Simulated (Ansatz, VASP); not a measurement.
## Two plane-wave programs on Te

Contents of POSCAR:

```
Te
1.0
    2.3708933113      1.3688358915      1.5995221882
   -2.3708933113      1.3688358915      1.5995221882
    0.0000000000     -2.7376717829      1.5995221883
Te
1
Direct
    0.5000000000      0.5000000000      0.5000000000
```

Contents of INCAR.step1:

```
SYSTEM = Te
PREC = Accurate
ENCUT = 520
ISMEAR = 0
SIGMA = 0.15
LREAL = .FALSE.
LASPH = .TRUE.
NELM = 100
NBANDS = 9
GGA = PE
ALGO = Normal
EDIFF = 1E-4
LWAVE = .TRUE.
LCHARG = .FALSE.
```

The input INCAR.step2:

```
SYSTEM = Te
PREC = Accurate
ENCUT = 520
EDIFF = 1E-7
ISMEAR = 0
SIGMA = 0.15
LREAL = .FALSE.
LASPH = .TRUE.
NELM = 100
ALGO = Normal
ISIF = 2
LWAVE = .FALSE.
LCHARG = .FALSE.
METAGGA = R2SCAN
LMIXTAU = .TRUE.
NBANDS = 9
ISTART = 1
```

The input KPOINTS:

```
regular mesh
0
G
  18 18 18
  0 0 0
```

Input for Ansatz:

```yaml
crystal:
  lattice:
    - [2.3708933113, 1.3688358915, 1.5995221882]
    - [-2.3708933113, 1.3688358915, 1.5995221882]
    - [0.0, -2.7376717829, 1.5995221883]
  atoms:
    - { symbol: Te, position: [0.5, 0.5, 0.5] }
basis:
  ecutwfc: 500
kpoints:
  mp_grid: { grid: [18, 18, 18] }
hamiltonian:
  xc: r2scan
scf:
  occupations: { method: gaussian, width: 0.15 }
output:
  forces: true
  stress: true
  eigenvalues: true
```

Alike in both runs: task single point; functional r2SCAN; k mesh 18 × 18 × 18; occupations gaussian, width 0.15 eV; no spin polarisation.

```csv
,VASP,Ansatz
version,VASP 6.6.1,Ansatz 0.2.0
potentials or method,"VASP PAW PBE potentials, release 64 (Te), cutoff 520 eV","scalar-relativistic, plane waves, PAW"
valence electrons in the cell,6,16
```

|  | VASP | Ansatz | Ansatz less VASP |
| --- | --- | --- | --- |
| gap on the k mesh at the Fermi level (eV) | none | none | - |
| pressure (GPa) | 0.9 | 1.0 | +0.03 |
| traceless stress, the component that is largest in VASP (GPa) | 0.58 | 0.57 | -0.003 |

VASP's potentials were made for PBE, not for r2SCAN. A gap of «none» marks a metal or a gap that the smearing closes. The functional is the same, so the differences come from potentials, cutoffs and numerics. VASP's potentials hold 6 valence electrons a cell and Ansatz's 16, so a difference there can come from the potentials and not from the codes.

Spin-orbit coupling is off throughout.
